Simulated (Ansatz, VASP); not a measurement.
## NaCl in VASP and in Ansatz

The input INCAR:

```
PREC = Accurate
ENCUT = 500
EDIFF = 1E-6
ISMEAR = 0
SIGMA = 0.022
LREAL = F
LASPH = T
NELM = 120
ALGO = Normal
ISIF = 2
LWAVE = F
LCHARG = F
GGA = PE
NBANDS = 14
GGA_COMPAT = F
```

Contents of KPOINTS:

```
regular mesh
0
Gamma
  8 8 8
```

Contents of POSCAR:

```
NaCl
1.0
    3.5021900000      0.0000000000      0.0000000000
    0.0000000000      3.5021900000      0.0000000000
    0.0000000000      0.0000000000      3.5021900000
Cl Na
1 1
Direct
    0.5000000000      0.5000000000      0.5000000000
    0.0000000000      0.0000000000      0.0000000000
```

File input.yaml:

```yaml
crystal:
  lattice:
    - [3.50219, 0.0, 0.0]
    - [0.0, 3.50219, 0.0]
    - [0.0, 0.0, 3.50219]
  atoms:
    - { symbol: Cl, position: [0.5, 0.5, 0.5] }
    - { symbol: Na, position: [0.0, 0.0, 0.0] }
kpoints:
  mp_grid: { grid: [8, 8, 8] }
scf:
  occupations: { method: gaussian, width: 0.022 }
hamiltonian:
  xc: pbe
  pseudopotentials: { kind: all_electron, lapw: { basis_error: 0.001 } }
output:
  forces: true
  stress: true
  eigenvalues: true
```

Alike in both runs: task single point; functional PBE; k mesh 8 × 8 × 8; occupations gaussian, width 0.022 eV; no spin polarisation.

```csv
,VASP,Ansatz
version,VASP 6.6.1,Ansatz 0.2.0
potentials or method,"VASP PAW PBE potentials, release 64 (Cl, Na_pv), cutoff 500 eV","all-electron LAPW, scalar-relativistic"
```

VASP gave:

- gap on the k mesh at the Fermi level (eV): 3.98
- least direct gap on the mesh (eV): 4.47
- pressure (GPa): 0.0

Task: Estimate Ansatz's values.

Result: gap on the k mesh at the Fermi level (eV): 3.98; least direct gap on the mesh (eV): 4.47; pressure (GPa): 0.1.

Ansatz ran all-electron here, and VASP with PAW potentials.
